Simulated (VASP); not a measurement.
Here is a VASP 6.6.1 calculation.

File INCAR:

```
SYSTEM = H3W12C13
  PREC = Accurate
  ENCUT = 520
  EDIFF = 1E-6
  ISMEAR = 0
  SIGMA = 0.05
  LREAL = Auto
  LASPH = .True.
  NELM = 80
  ALGO = Normal
  ISIF = 2
  LWAVE = .False.
  LCHARG = .True.
  GGA = PE
  LELF = .True.
  LVHAR = .True.
  NBANDS = 132
```

The input KPOINTS:

```
regular mesh
0
Gamma
  3 3 1
  0 0 0
```

POSCAR

```
H3W12C13
1.0
    5.8108000000      0.0000000000      0.0000000000
   -2.9054000000      5.0323000000      0.0000000000
    0.0000000000      0.0000000000     19.1003750000
W C H
12 13 3
Direct
    0.0000000000      0.0000000000      0.0523549930
   -0.0055493857      0.0016702104      0.2018746229
   -0.0130334797     -0.0016376210      0.3566203281
    0.0000000000      0.5000000000      0.0523549930
   -0.0063406589      0.5012554895      0.2011218628
   -0.0190280148      0.4983417125      0.3510355163
    0.5000000000      0.0000000000      0.0523549930
    0.4957269120      0.0042117918      0.2011237999
    0.4878648422      0.0078292232      0.3528600878
    0.5000000000      0.5000000000      0.0523549930
    0.4953821405      0.5025062099      0.2010572044
    0.4785778220      0.5155851201      0.3481206521
    0.3333333665      0.1666667329      0.1267030098
    0.3198272073      0.1675194245      0.2741009535
    0.3574608281      0.2064556962      0.4189882136
    0.3333333665      0.6666667329      0.1267030098
    0.3208490955      0.6755104028      0.2717677533
    0.3143066416      0.6756147289      0.4115246428
    0.8333333665      0.1666667329      0.1267030098
    0.8249817819      0.1636959243      0.2749233981
    0.8378156130      0.1836325338      0.4159207345
    0.8333333665      0.6666667329      0.1267030098
    0.8240995341      0.6735043618      0.2740702211
    0.7704707366      0.6114357252      0.4220740169
    0.5549940214      0.4434123562      0.4566126581
    0.6958825263      0.1201212169      0.4545123852
    0.4813397504      0.5028722453      0.5013164401
    0.3188228999      0.6694235240      0.4688184394
```

Potentials or basis: VASP PAW PBE potentials, release 64 (W_sv, C, H).

Launch:

```bash
$ cat potpaw_PBE.64/W_sv/POTCAR potpaw_PBE.64/C/POTCAR potpaw_PBE.64/H/POTCAR > POTCAR
$ mpirun -np 1 vasp_std > vasp.out
```

Task: Predict the largest force.

Result: 5.517 eV/Å.

Task: Estimate the band gap on the k mesh.

Result: Zero (an odd number of electrons rules out a gap without spin polarisation).

Forces on the atoms (eV/Å):
```
W   -0.047  0.031  0.913
W    0.125 -0.124  0.136
W    0.619  0.114 -0.587
W   -0.076 -0.024  0.832
W    0.008  0.085  0.195
W   -0.085  0.391 -0.359
W   -0.013  0.043  0.833
W    0.013 -0.158  0.207
W   -0.300  0.172 -0.873
W   -0.072  0.017  0.786
W   -0.155 -0.011  0.028
W    0.966 -1.004 -0.677
C   -0.306  0.050 -1.045
C    0.006  0.097  0.026
C   -0.012 -0.716 -0.025
C   -0.279  0.126 -0.966
C    0.243 -0.230 -0.171
C   -0.346 -0.260  1.099
C   -0.238  0.042 -1.054
C    0.082  0.116  0.135
C    1.385  0.545 -1.509
C   -0.227  0.119 -1.023
C    0.042 -0.016  0.019
C    3.513  3.696 -2.107
C   -3.043 -2.488  2.118
H   -1.445 -0.807  2.638
H    0.031 -0.088  0.613
H   -0.387  0.283 -0.183
```

Caveat: the k points lie up to 0.42 Å⁻¹ apart, too coarse for converged energies and pressures of a metal; spin-orbit coupling is left out, which moves the levels of the heavy elements.
